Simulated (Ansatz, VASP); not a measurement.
## Two plane-wave programs on Ni

```
Ni
1.0
     2.48399    0.00000    0.00000
    -1.24199    2.15120    0.00000
     0.00000    0.00000    8.13888
Ni
4
Direct
  0.00000 0.00000 0.00000
  0.00000 0.00000 0.50000
  0.33333 0.66667 0.25000
  0.66667 0.33333 0.75000
```

Alike in both runs: functional PBE; k mesh 14 × 14 × 4; occupations fermi-dirac, width 0.1 eV; no spin polarisation.

Ansatz relaxed the structure, and its values are those at the end. VASP's run is a single point on that final structure, the one shown.

|  | VASP | Ansatz |
| --- | --- | --- |
| version | VASP 6.6.1 | Ansatz 0.2.0 |
| potentials or method | VASP PAW PBE potentials, release 64 (Ni), cutoff 520 eV | plane waves (420 eV) with PAW, scalar-relativistic |
| valence electrons in the cell | 40 | 72 |

```csv
,VASP,Ansatz,Ansatz less VASP
pressure (GPa),0.0,0.0,0.00
```

The functional is the same, so the differences come from potentials, cutoffs and numerics. VASP's potentials hold 40 valence electrons a cell and Ansatz's 72, so a difference there can come from the potentials and not from the codes.
